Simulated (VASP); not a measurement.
# GaAs (I4/mmm) in VASP: a series of runs, part 2 of 2

VASP 6.6.1. Earlier steps stand in the parts before.

**3. Electric field gradients, PBE**

INCAR reads:

```
SYSTEM = GaAs
PREC     = Accurate       ! precision mode
ENCUT    = 520            ! plane-wave cutoff, eV
EDIFF    = 1E-8           ! SCF threshold, eV
ISMEAR   = -1             ! smearing method
SIGMA    = 0.05           ! smearing width, eV
LREAL    = .FALSE.        ! projectors in reciprocal space
LASPH    = .TRUE.         ! aspherical terms in the spheres
NELM     = 80             ! most SCF steps
ALGO     = Normal         ! electronic algorithm
ISIF     = 2              ! what is computed and relaxed
LWAVE    = .FALSE.        ! write WAVECAR
LCHARG   = .FALSE.        ! write CHGCAR
GGA      = PE             ! functional
LEFG     = .TRUE.       
NBANDS   = 16             ! bands
```

KPOINTS reads:

```
Automatic mesh
0
G
  10 10 10
  0 0 0
```

POSCAR reads:

```
GaAs
1.0
   -1.8807739600      1.8807739600      3.0258508800
    1.8807739600     -1.8807739600      3.0258508800
    1.8807739600      1.8807739600     -3.0258508800
Ga As
1 1
Direct
    0.0000000000      0.0000000000      0.0000000000
    0.5000000000      0.5000000000      0.0000000000
```

Potentials or basis: VASP PAW PBE potentials, release 64 (Ga_d, As).

Command:

```sh
cat potpaw_PBE.64/Ga_d/POTCAR potpaw_PBE.64/As/POTCAR > POTCAR
mpirun -np 1 vasp_std > vasp.out
```

OUTCAR:

```text
SYSTEM = GaAs
   PREC = Accurate
   ENCUT = 520
   EDIFF = 1E-8
   ISMEAR = -1
   LREAL = .FALSE.
   LASPH = .TRUE.
   NELM = 80
   ISIF = 2
   GGA = PE

 ion  position               nearest neighbor table
   1  0.000  0.000  0.000-   2 2.66   2 2.66   2 2.66   2 2.66
   2  0.500  0.500  0.000-   1 2.66   1 2.66   1 2.66   1 2.66

  LATTYP: Found a body centered tetragonal cell.
 ALAT       =     3.7615479200
 C/A-ratio  =     1.6088328233

  Lattice vectors:

 A1 = (  -1.8807739600,   1.8807739600,   3.0258508800)
 A2 = (   1.8807739600,  -1.8807739600,   3.0258508800)
 A3 = (   1.8807739600,   1.8807739600,  -3.0258508800)

Analysis of symmetry for initial positions (statically):
=====================================================================
 Subroutine PRICEL returns:
 Original cell was already a primitive cell.

 Routine SETGRP: Setting up the symmetry group for a
 body centered tetragonal supercell.

 Subroutine GETGRP returns: Found 16 space group operations
 (whereof 16 operations were pure point group operations)
 out of a pool of 16 trial point group operations.

The static configuration has the point symmetry D_4h.

Analysis of symmetry for dynamics (positions and initial velocities):
=====================================================================
 Subroutine PRICEL returns:
 Original cell was already a primitive cell.

 Routine SETGRP: Setting up the symmetry group for a
 body centered tetragonal supercell.

 Subroutine GETGRP returns: Found 16 space group operations
 (whereof 16 operations were pure point group operations)
 out of a pool of 16 trial point group operations.

The dynamic configuration has the point symmetry D_4h.

 Subroutine INISYM returns: Found 16 space group operations
 (whereof 16 operations are pure point group operations),
 and found     1 'primitive' translations

----------------------------------------------------------------------------------------

                                     Primitive cell

  volume of cell :      42.8135

  direct lattice vectors                    reciprocal lattice vectors
    -1.880773960  1.880773960  3.025850880     0.000000000  0.265848002  0.165242776
     1.880773960 -1.880773960  3.025850880     0.265848002  0.000000000  0.165242776
     1.880773960  1.880773960 -3.025850880     0.265848002  0.265848002  0.000000000

  length of vectors
     4.028696430  4.028696430  4.028696430     0.313018107  0.313018107  0.375965850

  position of ions in fractional coordinates (direct lattice)
     0.000000000  0.000000000  0.000000000
     0.500000000  0.500000000  0.000000000

  ion indices of the primitive-cell ions
   primitive index   ion index
                 1           1
                 2           2

----------------------------------------------------------------------------------------

 KPOINTS: Automatic mesh

Automatic generation of k-mesh.
[... 62 lines left out ...]
   LSORBIT =      F    spin-orbit coupling
   LASPH  =      T    aspherical Exc in radial PAW
   ENCUT  =  520.0 eV  38.22 Ry    6.18 a.u.   7.49  7.49  7.49*2*pi/ulx,y,z
   NELM   =     80;   NELMIN=  2; NELMDL= -5     # of ELM steps
   EDIFF  = 0.1E-07   stopping-criterion for ELM
   LREAL  =      F    real-space projection
   EDIFFG = 0.1E-06   stopping-criterion for IOM
   NSW    =      0    number of steps for IOM
   IBRION =     -1    ionic relax: 0-MD 1-quasi-New 2-CG
   NFREE  =      0    steps in history (QN), initial steepest desc. (CG)
   ISIF   =      2    stress and relaxation
   ISYM   =      2    0-nonsym 1-usesym 2-fastsym
   POTIM  = 0.5000    time-step for ionic-motion
   TEBEG  =    0.0;   TEEND  =   0.0 temperature during run
   PSTRESS=    0.0 pullay stress
   NELECT =      18.0000    total number of electrons
   NUPDOWN=      -1.0000    fix difference up-down
   EMIN   =  10.00;   EMAX   =-10.00  energy-range for DOS
   EFERMI =   0.00;   METHOD = LEGACY
   ISMEAR =    -1;   SIGMA  =   0.05  broadening in eV -4-tet -1-fermi 0-gaus
   EFERMI_NEDOS =   21; number of points for ismear=-14 and -15
   IALGO  =     38    algorithm
   IMIX   =      4    mixing-type and parameters
     AMIX     =   0.40;   BMIX     =  1.00
     AMIX_MAG =   1.60;   BMIX_MAG =  1.00
  volume/ion in A,a.u.               =      21.41       144.46
  Fermi-wavevector in a.u.,A,eV,Ry     =   1.226419  2.317595 20.464561  1.504103
  Thomas-Fermi vector in A             =   2.361420
   LORBIT       =      0    0 simple, 1 ext, 2 COOP (PROOUT), +10 PAW based schemes
   GGA     = PE    functional components
[... 5 lines left out ...]
 non-spin polarized calculation
  energy-cutoff  :      520.00
  volume of cell :       42.81
 maximum number of plane-waves:      1175
 NGX is ok and might be reduce to    30
   NGX = 15   NGY = 15   NGZ = 15

 number of electron      18.0000010 magnetization

 Free energy of the ion-electron system (eV)
  ---------------------------------------------------
  ext. energy  EPLUGINS =         0.00000000
  ---------------------------------------------------
  free energy    TOTEN  =        -7.50125178 eV

  energy without entropy =       -7.49299056  energy(sigma->0) =       -7.49712117

 E-fermi :   4.3381     XC(G=0): -10.1714

 val. band max:        4.3290089333   @ k =  -0.4000   0.4000   0.4000
 cond. band min:       4.3454285938   @ k =   0.2000   0.1000   0.1000
 fundamental gap:      0.0164196605
 Fermi energy:         4.3381122124

 k-point     1 :       0.0000    0.0000    0.0000
  band No.  band energies     occupation
      1     -10.4251      2.00000
      2     -10.3784      2.00000
      3     -10.3712      2.00000
      4     -10.3712      2.00000
      5     -10.3709      2.00000
      6      -8.1415      2.00000
[... 433 lines left out ...]
      3     -10.3770      2.00000
      4     -10.3594      2.00000
      5     -10.3296      2.00000
      6      -5.5114      2.00000
[... 8 lines left out ...]
     15      15.3663      0.00000
     16      17.2430      0.00000

 [... further k-points ...]
[... 5 lines left out ...]
  --------------------------------------------------------------------------------------
  -------------------------------------------------------------------------------------
  Total       -0.3449343     -0.3449343     -1.9129845      0.0000000      0.0000000      0.0000000
  in kB      -12.9082178    -12.9082178    -71.5881772      0.0000000      0.0000000      0.0000000
  external PRESSURE =     -32.4682043 kB  Pullay stress =       0.0000000 kB

 VOLUME and BASIS-vectors are now :
 -----------------------------------------------------------------------------
  energy-cutoff  :      520.00
  volume of cell :       42.81
      direct lattice vectors                 reciprocal lattice vectors
    -1.880773960  1.880773960  3.025850880     0.000000000  0.265848002  0.165242776
     1.880773960 -1.880773960  3.025850880     0.265848002  0.000000000  0.165242776
     1.880773960  1.880773960 -3.025850880     0.265848002  0.265848002  0.000000000

 POSITION                                       TOTAL-FORCE (eV/Angst)
 -----------------------------------------------------------------------------------
      0.00000      0.00000      0.00000         0.000000      0.000000      0.000000
      0.00000      0.00000      3.02585        -0.000000     -0.000000     -0.000000
 -----------------------------------------------------------------------------------
    total drift:                               -0.000000      0.000000      0.000000

  FREE ENERGIE OF THE ION-ELECTRON SYSTEM (eV)
  ---------------------------------------------------
  free  energy   TOTEN  =        -7.5012517785 eV

  energy  without entropy=       -7.4929905646  energy(sigma->0) =       -7.49712117

 Electric field gradients (V/A^2)
---------------------------------------------------------------------
 ion       V_xx      V_yy      V_zz      V_xy      V_xz      V_yz
---------------------------------------------------------------------
   1     -28.285   -28.285    56.570     0.004     0.002     0.002
   2      -2.874    -2.874     5.748    -0.000    -0.000    -0.000
---------------------------------------------------------------------

 Electric field gradients after diagonalization (V/A^2)
 (convention: |V_zz| > |V_xx| > |V_yy|)
----------------------------------------------------------------------
 ion       V_xx      V_yy      V_zz     asymmetry (V_yy - V_xx)/ V_zz
----------------------------------------------------------------------
   1     -28.289   -28.281    56.570       0.000
   2      -2.874    -2.874     5.748       0.000
----------------------------------------------------------------------

           NMR quadrupolar parameters

 Cq : quadrupolar parameter    Cq=e*Q*V_zz/h
 eta: asymmetry parameters     (V_yy - V_xx)/ V_zz
 Q  : nuclear electric quadrupole moment in mb (millibarn)
----------------------------------------------------------------------
 ion       Cq(MHz)       eta       Q (mb)
----------------------------------------------------------------------
   1       0.137       0.000       1.000
   2       0.014       0.000       1.000
----------------------------------------------------------------------
```

It took 61 s on 1 thread of Intel Xeon Platinum 8488C (Sapphire Rapids), shared host; peak memory 0.21 GiB.

Results:

- Free energy: -7.5013 eV
- Pressure: -3.2 GPa
- Band gap on the k mesh: zero (band 9 reaches 5.03 eV, above the bottom of band 10 at 2.46 eV)

Levels at points of the mesh, in eV from the Fermi level:
| k point | band 7 | band 8 | band 9 | band 10 | band 11 | band 12 |
| --- | --- | --- | --- | --- | --- | --- |
| (0.00, 0.00, 0.00) | -0.69 | -0.38 | -0.38 | 0.81 | 4.99 | 6.68 |
| (0.50, 0.00, 0.00) | -7.16 | -0.18 | 0.56 | 1.87 | 3.35 | 3.40 |
| (0.50, 0.50, 0.00) | -4.95 | -3.98 | -3.17 | -1.60 | 3.75 | 7.14 |
| (0.50, 0.50, 0.50) | -4.85 | -2.72 | -1.87 | -1.87 | 4.22 | 9.51 |

Electric field gradients, principal values (V/Å²):
| atom | least | middle | greatest (by size) |
| --- | --- | --- | --- |
| 1 Ga | -28.281 | -28.289 | 56.570 |
| 2 As | -2.874 | -2.874 | 5.748 |

Caveat: without QUAD_EFG the Cq values of the log hold for a quadrupole moment of 1 mb, not for the nuclei.
